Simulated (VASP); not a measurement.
# CdS in VASP: settings compared, part 2 of 2

VASP 6.6.1.

## 6. Single point, PBE

File INCAR:

```
SYSTEM = CdS
PREC     = Accurate       ! precision mode
ENCUT    = 520            ! plane-wave cutoff, eV
EDIFF    = 1E-7           ! SCF threshold, eV
ISMEAR   = -1             ! smearing method
SIGMA    = 0.02           ! smearing width, eV
LREAL    = .FALSE.        ! projectors in reciprocal space
LASPH    = .TRUE.         ! aspherical terms in the spheres
NELM     = 100            ! most SCF steps
ALGO     = Normal         ! electronic algorithm
ISIF     = 2              ! what is computed and relaxed
LWAVE    = .FALSE.        ! write WAVECAR
LCHARG   = .TRUE.         ! write CHGCAR
GGA      = PE             ! functional
LELF     = .TRUE.         ! ELF
LVHAR    = .TRUE.       
NBANDS   = 16             ! bands
```

File KPOINTS:

```
regular mesh
0
G
  3 3 3
  0 0 0
```

File POSCAR:

```
CdS
1.0
    0.0000000000      2.7532440000      2.7532440000
    2.7532440000      0.0000000000      2.7532440000
    2.7532440000      2.7532440000      0.0000000000
Cd S
1 1
Direct
    0.0000000000      0.0000000000      0.0000000000
    0.5000000000      0.5000000000      0.5000000000
```

Potentials or basis: VASP PAW PBE potentials, release 64 (Cd, S).

Launch:

```bash
$ cat potpaw_PBE.64/Cd/POTCAR potpaw_PBE.64/S/POTCAR > POTCAR
$ mpirun -np 1 vasp_std > vasp.out
```

OUTCAR:

```text
SYSTEM = CdS
   PREC = Accurate
   ENCUT = 520
   EDIFF = 1E-7
   ISMEAR = -1
   LREAL = .FALSE.
   LASPH = .TRUE.
   NELM = 100
   ISIF = 2
   GGA = PE

 ion  position               nearest neighbor table
   1  0.000  0.000  0.000-   2 2.75   2 2.75   2 2.75   2 2.75   2 2.75   2 2.75
   2  0.500  0.500  0.500-   1 2.75   1 2.75   1 2.75   1 2.75   1 2.75   1 2.75

  LATTYP: Found a face centered cubic cell.
 ALAT       =     5.5064880000

  Lattice vectors:

[... 238 lines left out ...]
     16      18.3000      0.00000

------------------------ aborting loop because EDIFF is reached ----------------------------------------

  FORCE on cell =-STRESS in cart. coord.  units (eV):
  Direction    XX          YY          ZZ          XY          YZ          ZX
  --------------------------------------------------------------------------------------
  -------------------------------------------------------------------------------------
  Total        0.3095176      0.3095176      0.3095176     -0.0000000     -0.0000000     -0.0000000
  in kB       11.8804202     11.8804202     11.8804202     -0.0000000     -0.0000000     -0.0000000
  external PRESSURE =      11.8804202 kB  Pullay stress =       0.0000000 kB

 VOLUME and BASIS-vectors are now :
 -----------------------------------------------------------------------------
  energy-cutoff  :      520.00
  volume of cell :       41.74
      direct lattice vectors                 reciprocal lattice vectors
     0.000000000  2.753244000  2.753244000    -0.181603955  0.181603955  0.181603955
     2.753244000  0.000000000  2.753244000     0.181603955 -0.181603955  0.181603955
     2.753244000  2.753244000  0.000000000     0.181603955  0.181603955 -0.181603955

 POSITION                                       TOTAL-FORCE (eV/Angst)
 -----------------------------------------------------------------------------------
      0.00000      0.00000      0.00000         0.000000     -0.000000      0.000000
      2.75324      2.75324      2.75324        -0.000000      0.000000     -0.000000
 -----------------------------------------------------------------------------------
    total drift:                               -0.000000      0.000000      0.000000

  FREE ENERGIE OF THE ION-ELECTRON SYSTEM (eV)
  ---------------------------------------------------
  free  energy   TOTEN  =        -5.5953499417 eV

  energy  without entropy=       -5.5953499416  energy(sigma->0) =       -5.59534994
```

OSZICAR:

```text
N       E                     dE             d eps       ncg     rms          rms(c)
DAV:   1     0.115574674536E+03    0.11557E+03   -0.92301E+03   128   0.104E+03
DAV:   2    -0.246122754216E+01   -0.11804E+03   -0.10854E+03   160   0.260E+02
DAV:   3    -0.627357857231E+01   -0.38124E+01   -0.38075E+01   168   0.504E+01
DAV:   4    -0.629020821718E+01   -0.16630E-01   -0.16629E-01   136   0.339E+00
DAV:   5    -0.629038288398E+01   -0.17467E-03   -0.17467E-03   176   0.332E-01    0.704E+00
DAV:   6    -0.563431916583E+01    0.65606E+00   -0.92820E-01   184   0.120E+01    0.613E+00
DAV:   7    -0.559535448152E+01    0.38965E-01   -0.18366E-01   152   0.314E+00    0.326E+00
DAV:   8    -0.559531968605E+01    0.34795E-04   -0.22183E-02   136   0.179E+00    0.347E-01
DAV:   9    -0.559524309561E+01    0.76590E-04   -0.13897E-03   128   0.511E-01    0.745E-02
DAV:  10    -0.559532103388E+01   -0.77938E-04   -0.19035E-04   136   0.141E-01    0.659E-02
DAV:  11    -0.559535252759E+01   -0.31494E-04   -0.35499E-05   144   0.624E-02    0.164E-02
DAV:  12    -0.559534978671E+01    0.27409E-05   -0.81643E-06   160   0.394E-02    0.975E-03
DAV:  13    -0.559535008250E+01   -0.29579E-06   -0.10407E-06   128   0.819E-03    0.730E-03
DAV:  14    -0.559534995309E+01    0.12941E-06   -0.10876E-07   128   0.194E-03    0.216E-03
DAV:  15    -0.559534994167E+01    0.11423E-07   -0.97433E-09    72   0.641E-04
   1 F= -.55953499E+01 E0= -.55953499E+01  d E =-.388033E-10
```

stdout:

```text
POSCAR found type information on POSCAR CdS
 POSCAR found :  2 types and       2 ions
 scaLAPACK will be used
 LDA part: xc-table for (Slater+PW92), standard interpolation
 POSCAR, INCAR and KPOINTS ok, starting setup
 FFT: planning ... GRIDC
 FFT: planning ... GRID_SOFT
 FFT: planning ... GRID
 WAVECAR not read
 entering main loop
```

Wall time 15 s (1 thread of Intel Xeon Platinum 8488C (Sapphire Rapids), shared host); peak memory 0.16 GiB.

Results:

```
Free energy            : -5.5953 eV
Pressure               : 1.2 GPa
Band gap on the k mesh : 0.96 eV, indirect (least direct gap 1.45 eV)
```

Caveat: the k points lie up to 0.66 Å⁻¹ apart. A hybrid or GW would open this gap; PBE tends to underestimate it.

## 7. The runs side by side

| level | potentials or basis | spin | k mesh | smearing | gap on the mesh (eV) | pressure (GPa) | moment (μB) |
| --- | --- | --- | --- | --- | --- | --- | --- |
| PBE | VASP PAW PBE potentials, release 64 (Cd, S) | non-collinear, zero start, SOC | 6 × 6 × 6 | fermi-dirac 0.05 eV | - | -0.1 | 0.00 |
| LDA | VASP PAW LDA potentials, release 64 (Cd, S) | non-collinear, zero start, SOC | 6 × 6 × 6 | fermi-dirac 0.05 eV | - | -6.4 | 0.00 |
| LDA | VASP PAW LDA potentials, release 64 (Cd, S) | off | 5 × 5 × 5 | fermi-dirac 0.05 eV | 0.51 | -6.2 | - |
| PBE | VASP PAW PBE potentials, release 64 (Cd, S) | off | 3 × 3 × 3 | fermi-dirac 0.02 eV | 0.96 | 1.2 | - |

Some of these runs hold the atoms at other places in the same cell, which the table doesn't show; runs alike in all that it shows share one row.

Alike in all rows: task single point; cell as given; cutoff (eV) 520.

Caveats: some runs use coarse meshes.

Total energies depend on the potentials used, so only differences within one code and one set of settings carry meaning.
